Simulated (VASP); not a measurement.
# Cu (P6_3/mmc) in VASP: a series of runs

The runs below take Cu through single point, with PBEsol.

Program: VASP 6.6.1. These are calculated values, not measurements. Logs are shortened: lines on timing, memory, paths and dates and some standing lists are left out, and cuts for length are marked.

## Step 1: The cell of the first run

It takes space group P6_3/mmc (No. 194, hexagonal). Conventional cell: a = 2.415 Å, b = 2.415 Å, c = 3.939 Å, α = 90.00°, β = 90.00°, γ = 120.00°. Cu (site symmetry -6m2) has 12 Cu at 2.41 to 2.42 Å within 3.2 Å.

This isn't the form of Cu at room conditions, which is fcc.

## Step 2: Single point, PBEsol

File INCAR:

```
SYSTEM = Cu
  ALGO = Fast
  EDIFF = 1E-6
  ENCUT = 520
  GGA = PS
  ISIF = 2
  ISMEAR = -1
  LASPH = .True.
  LCHARG = .False.
  LREAL = .False.
  LWAVE = .False.
  NBANDS = 18
  NELM = 60
  PREC = Accurate
  SIGMA = 0.05
```

File KPOINTS:

```
k-points
0
Gamma
  12 12 7
  0 0 0
```

File POSCAR:

```
Cu
1.0
    2.4151026241      0.0000000000      0.0000000000
   -1.2075513120      2.0915402252      0.0000000000
    0.0000000000      0.0000000000      3.9390817059
Cu
2
Direct
    0.6666666667      0.3333333333      0.7500000000
    0.3333333333      0.6666666667      0.2500000000
```

Potentials or basis: VASP PAW PBE potentials, release 64 (Cu).

Run with:

```
cat potpaw_PBE.64/Cu/POTCAR > POTCAR
mpirun -np 1 vasp_std > vasp.out
```

OUTCAR:

```text
SYSTEM = Cu
   EDIFF = 1E-6
   ENCUT = 520
   GGA = PS
   ISIF = 2
   ISMEAR = -1
   LASPH = .True.
   LREAL = .False.
   NELM = 60
   PREC = Accurate

 ion  position               nearest neighbor table
   1  0.667  0.333  0.750-   2 2.41   2 2.41   2 2.41   2 2.41   2 2.41   2 2.41
   2  0.333  0.667  0.250-   1 2.41   1 2.41   1 2.41   1 2.41   1 2.41   1 2.41

  LATTYP: Found a hexagonal cell.
 ALAT       =     2.4151026241
 C/A-ratio  =     1.6310204240

  Lattice vectors:

 A1 = (   2.4151026241,   0.0000000000,   0.0000000000)
 A2 = (  -1.2075513120,   2.0915402252,   0.0000000000)
 A3 = (   0.0000000000,   0.0000000000,   3.9390817059)

Analysis of symmetry for initial positions (statically):
=====================================================================
 Subroutine PRICEL returns:
 Original cell was already a primitive cell.

 Routine SETGRP: Setting up the symmetry group for a
 hexagonal supercell.

 Subroutine GETGRP returns: Found 24 space group operations
 (whereof 12 operations were pure point group operations)
 out of a pool of 24 trial point group operations.

The static configuration has the point symmetry D_3d.
 The point group associated with its full space group is D_6h.

Analysis of symmetry for dynamics (positions and initial velocities):
=====================================================================
 Subroutine PRICEL returns:
 Original cell was already a primitive cell.

 Routine SETGRP: Setting up the symmetry group for a
 hexagonal supercell.

 Subroutine GETGRP returns: Found 24 space group operations
 (whereof 12 operations were pure point group operations)
 out of a pool of 24 trial point group operations.

The dynamic configuration has the point symmetry D_3d.
 The point group associated with its full space group is D_6h.

 Subroutine INISYM returns: Found 24 space group operations
 (whereof 12 operations are pure point group operations),
 and found     1 'primitive' translations

----------------------------------------------------------------------------------------

                                     Primitive cell

  volume of cell :      19.8974

  direct lattice vectors                    reciprocal lattice vectors
     2.415102624  0.000000000  0.000000000     0.414061080  0.239058276  0.000000000
    -1.207551312  2.091540225  0.000000000     0.000000000  0.478116552  0.000000000
     0.000000000  0.000000000  3.939081706     0.000000000  0.000000000  0.253866275

  length of vectors
[... 74 lines left out ...]
   ISTART =      0    job   : 0-new  1-cont  2-samecut
   ICHARG =      2    charge: 1-file 2-atom 10-const
   ISPIN  =      1    spin polarized calculation?
   LNONCOLLINEAR =      F non collinear calculations
   LSORBIT =      F    spin-orbit coupling
   LASPH  =      T    aspherical Exc in radial PAW
   ENCUT  =  520.0 eV  38.22 Ry    6.18 a.u.   4.49  4.49  7.32*2*pi/ulx,y,z
   NELM   =     60;   NELMIN=  2; NELMDL= -5     # of ELM steps
   EDIFF  = 0.1E-05   stopping-criterion for ELM
   LREAL  =      F    real-space projection
[... 7 lines left out ...]
   TEBEG  =    0.0;   TEEND  =   0.0 temperature during run
   PSTRESS=    0.0 pullay stress
   NELECT =      22.0000    total number of electrons
   NUPDOWN=      -1.0000    fix difference up-down
   EMIN   =  10.00;   EMAX   =-10.00  energy-range for DOS
   EFERMI =   0.00;   METHOD = LEGACY
   ISMEAR =    -1;   SIGMA  =   0.05  broadening in eV -4-tet -1-fermi 0-gaus
   EFERMI_NEDOS =   21; number of points for ismear=-14 and -15
   IALGO  =     68    algorithm
   IMIX   =      4    mixing-type and parameters
     AMIX     =   0.40;   BMIX     =  1.00
     AMIX_MAG =   1.60;   BMIX_MAG =  1.00
  volume/ion in A,a.u.               =       9.95        67.14
  Fermi-wavevector in a.u.,A,eV,Ry     =   1.692843  3.199010 38.990472  2.865719
  Thomas-Fermi vector in A             =   2.774357
   LORBIT       =      0    0 simple, 1 ext, 2 COOP (PROOUT), +10 PAW based schemes
   GGA     = PS    functional components
   LHFCALC =     F    Hartree Fock is set to
   AEXX    =    0.0000 exact exchange contribution
   IVDW    =     0    specifies the selected vdW correction
   LEPSILON=     F    determine dielectric tensor
   LRPA    =     F    only Hartree local field effects (RPA)
 non-spin polarized calculation
 RMM-DIIS sequential band-by-band and
  energy-cutoff  :      520.00
  volume of cell :       19.90
 maximum number of plane-waves:       553
 NGX is ok and might be reduce to    18
   NGX =  9   NGY =  9   NGZ = 15

 number of electron      22.0000032 magnetization

 Free energy of the ion-electron system (eV)
  ---------------------------------------------------
  ext. energy  EPLUGINS =         0.00000000
  ---------------------------------------------------
  free energy    TOTEN  =        -8.34423147 eV

  energy without entropy =       -8.33704268  energy(sigma->0) =       -8.34063707

 E-fermi :   9.6943     XC(G=0): -13.9421

 val. band max:        9.6380371168   @ k =   0.0833   0.0833   0.1429
 cond. band min:       9.7086498088   @ k =   0.5000   0.0000   0.0000
 fundamental gap:      0.0706126920
 Fermi energy:         9.6943391392

 k-point     1 :       0.0000    0.0000    0.0000
  band No.  band energies     occupation
      1      -1.0587      2.00000
      2       3.5570      2.00000
      3       6.1054      2.00000
      4       6.1754      2.00000
      5       6.1754      2.00000
      6       6.4527      2.00000
[... 481 lines left out ...]
      5       6.1618      2.00000
      6       6.2905      2.00000
[... 10 lines left out ...]
     17      28.8422      0.00000
     18      32.0398      0.00000

 [... further k-points ...]

------------------------ aborting loop because EDIFF is reached ----------------------------------------

  FORCE on cell =-STRESS in cart. coord.  units (eV):
  Direction    XX          YY          ZZ          XY          YZ          ZX
  --------------------------------------------------------------------------------------
  -------------------------------------------------------------------------------------
  Total        3.7876641      3.7876641      3.7768414      0.0000000      0.0000000      0.0000000
  in kB      304.9897479    304.9897479    304.1182867      0.0000000      0.0000000      0.0000000
  external PRESSURE =     304.6992608 kB  Pullay stress =       0.0000000 kB

 VOLUME and BASIS-vectors are now :
 -----------------------------------------------------------------------------
  energy-cutoff  :      520.00
  volume of cell :       19.90
      direct lattice vectors                 reciprocal lattice vectors
     2.415102624  0.000000000  0.000000000     0.414061080  0.239058276  0.000000000
    -1.207551312  2.091540225  0.000000000     0.000000000  0.478116552  0.000000000
     0.000000000  0.000000000  3.939081706     0.000000000  0.000000000  0.253866275

 POSITION                                       TOTAL-FORCE (eV/Angst)
 -----------------------------------------------------------------------------------
      1.20755      0.69718      2.95431         0.000000     -0.000000      0.000000
     -0.00000      1.39436      0.98477        -0.000000      0.000000      0.000000
 -----------------------------------------------------------------------------------
    total drift:                               -0.000000      0.000000     -0.000000

  FREE ENERGIE OF THE ION-ELECTRON SYSTEM (eV)
  ---------------------------------------------------
  free  energy   TOTEN  =        -8.3442314699 eV

  energy  without entropy=       -8.3370426761  energy(sigma->0) =       -8.34063707
```

stdout:

```text
POSCAR found type information on POSCAR Cu
 POSCAR found :  1 types and       2 ions
 scaLAPACK will be used
 -----------------------------------------------------------------------------
|                                                                             |
|                                                                             |
|     You enforced a specific xc type in the INCAR file but a different       |
|     I HOPE YOU KNOW WHAT YOU ARE DOING!                                     |
|                                                                             |
 -----------------------------------------------------------------------------

 LDA part: xc-table for (Slater+PW92), standard interpolation
 POSCAR, INCAR and KPOINTS ok, starting setup
 FFT: planning ... GRIDC
 FFT: planning ... GRID_SOFT
 FFT: planning ... GRID
 WAVECAR not read
 entering main loop
WARNING in EDDRMM: call to ZHEGV failed, returncode =   6  3     15
WARNING in EDDRMM: call to ZHEGV failed, returncode =   6  3     17
```

Wall time 31 s (1 thread of Intel Xeon 8259CL, shared host); peak memory 0.14 GiB.

Results:

```
Free energy            : -8.3442 eV
Pressure               : 30.5 GPa
Band gap on the k mesh : zero (bands 11 and 12 overlap by 6.56 eV)
```

Stress tensor (GPa, compression positive):
```
30.50  0.00  0.00
 0.00 30.50  0.00
 0.00  0.00 30.41
```

Caveat: the cell stands under pressure; the PAW data sets were made with another functional, which shifts forces and pressure a little.

(Continued in part 2 of 3.)

The gap in the log of VASP goes by the Fermi energy; the results here count the filled bands.